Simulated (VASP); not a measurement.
AlGaN2: single point with LDA

AlGaN2:

```
Al Ga N
1.0
     3.04665    0.00000    0.00000
     0.00000    3.04665    0.00000
     0.00000    0.00000    4.42384
Al Ga N
1 1 2
Direct
  0.50000 0.50000 0.50000
  0.00000 0.00000 0.00000
  0.50000 0.00000 0.73826
  0.00000 0.50000 0.26174
```

This cell differs from its parent crystal: strain -0.030 along x and y, +0.000 along z.

| Quantity | Value |
| --- | --- |
| Program | VASP 6.6.1 |
| Task | single point |
| Functional | LDA |
| Potentials or basis | VASP PAW LDA potentials, release 64 (Al, Ga_d, N) |
| Cutoff | 520 eV |
| k mesh | 8 × 8 × 6 |
| Occupations | gaussian, width 0.05 eV |
| Spin | no spin polarisation |

| Property | Result |
| --- | --- |
| Pressure | 8.9 GPa |
| Largest force | 0.239 eV/Å |
| Band gap on the k mesh | 3.14 eV, indirect (least direct gap 3.27 eV) |

Forces on the atoms (eV/Å):
```
Al   0.000  0.000  0.000
Ga   0.000  0.000  0.000
N    0.000  0.000  0.239
N    0.000  0.000 -0.239
```

Stress tensor (GPa, compression positive):
```
10.42  0.00  0.00
 0.00 10.42  0.00
 0.00  0.00  5.85
```

Levels at points of the mesh, in eV from the valence-band top:
| k point | band 11 | band 12 | band 13 | band 14 | band 15 | band 16 |
| --- | --- | --- | --- | --- | --- | --- |
| (0.00, 0.00, 0.00) | -0.42 | 0.00 | 0.00 | 3.28 | 3.64 | 8.09 |
| (0.50, 0.00, 0.00) | -3.25 | -0.97 | -0.63 | 7.27 | 7.51 | 8.43 |
| (0.50, 0.50, 0.00) | -2.55 | -2.55 | -2.53 | 3.14 | 3.14 | 6.26 |
| (0.00, 0.00, 0.50) | -1.61 | -0.99 | -0.99 | 5.40 | 5.49 | 8.27 |
| (0.50, 0.00, 0.50) | -0.95 | -0.84 | -0.52 | 5.49 | 6.85 | 9.38 |
| (0.50, 0.50, 0.50) | -3.51 | -3.51 | -3.49 | 6.01 | 6.01 | 9.22 |

Wall time 27 s on 1 thread of Intel Xeon 6975P-C, with other jobs on the host, peak memory 0.17 GiB.

Caveat: the cell differs from its parent crystal (strain -0.030 along x and y, +0.000 along z). A k mesh can miss the band edges.
